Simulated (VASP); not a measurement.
Set up this calculation in VASP 6.6.1, as the native input.

| Quantity | Value |
| --- | --- |
| Task | relaxation of cell and atoms |
| Functional | PBE |
| Potentials or basis | VASP PAW PBE potentials, release 64 (Zr_sv, B, Se) |
| Cutoff | 600 eV |
| k mesh | 6 × 6 × 6 |
| Occupations | gaussian, width 0.1 eV |
| Spin | no spin polarisation |
| Dipole correction | no |
| Further INCAR settings | ALGO = Normal; EDIFF = 1e-07; IBRION = 2; EDIFFG = -0.04; NSW = 90; ISIF = 3 |

The structure of ZrB3Se2 lies in POSCAR:

```
ZrB3Se2
1.0
    3.2556263146      1.8796367291      2.8868155771
   -3.2556263146      1.8796367291      2.8868155771
    0.0000000000     -3.7592734582      2.8868155771
Zr B Se
1 3 2
Direct
    0.0000000000      0.0000000000      0.0000000000
    0.5000000000      0.5000000000      0.0000000000
    0.5000000000      0.0000000000      0.5000000000
    0.0000000000      0.5000000000      0.5000000000
    0.6908700806      0.6908700806      0.6908700806
    0.3091299194      0.3091299194      0.3091299194
```

One way to write it, as run:

INCAR

```
SYSTEM = ZrB3Se2
PREC     = Accurate       ! precision mode
ENCUT    = 600            ! plane-wave cutoff, eV
EDIFF    = 1E-7           ! SCF threshold, eV
ISMEAR   = 0              ! smearing method
SIGMA    = 0.1            ! smearing width, eV
LREAL    = .False.        ! projectors in reciprocal space
LASPH    = .True.         ! aspherical terms in the spheres
NELM     = 100            ! most SCF steps
ALGO     = Normal         ! electronic algorithm
ISIF     = 3              ! what is computed and relaxed
LWAVE    = .False.        ! write WAVECAR
LCHARG   = .False.        ! write CHGCAR
GGA      = PE             ! functional
IBRION   = 2              ! ionic algorithm
NSW      = 90             ! ionic steps
EDIFFG   = -0.04          ! ionic threshold
```

KPOINTS

```
regular mesh
0
Gamma
  6 6 6
  0 0 0
```

Potentials or basis: VASP PAW PBE potentials, release 64 (Zr_sv, B, Se).

Run with:

```console
$ cat potpaw_PBE.64/Zr_sv/POTCAR potpaw_PBE.64/B/POTCAR potpaw_PBE.64/Se/POTCAR > POTCAR
$ mpirun -np 1 vasp_std > vasp.out
```

It gave:

```
Relaxed volume                        : 17.73 Å³/atom
Relaxed cell                          : a = 4.746 Å, b = 4.746 Å, c = 4.746 Å, α = 86.67°, β = 86.67°, γ = 86.67°
Space group after relaxing (to 0.1 Å) : R-3m (No. 166)
Energy gained by relaxing             : 0.2 meV/atom
Ionic steps                           : 2
Pressure after relaxing               : -0.1 GPa
Largest force after relaxing          : 0.039 eV/Å
Band gap on the k mesh                : zero (an odd number of electrons rules out a gap without spin polarisation)
```

Caveat: an odd number of electrons without spin polarisation forces a metal; a magnetic or distorted state may lie lower.

Wall time 68 s on 1 thread of Intel(R) Xeon(R) 6975P-C (Granite Rapids) (shared host), peak memory 0.3 GiB.
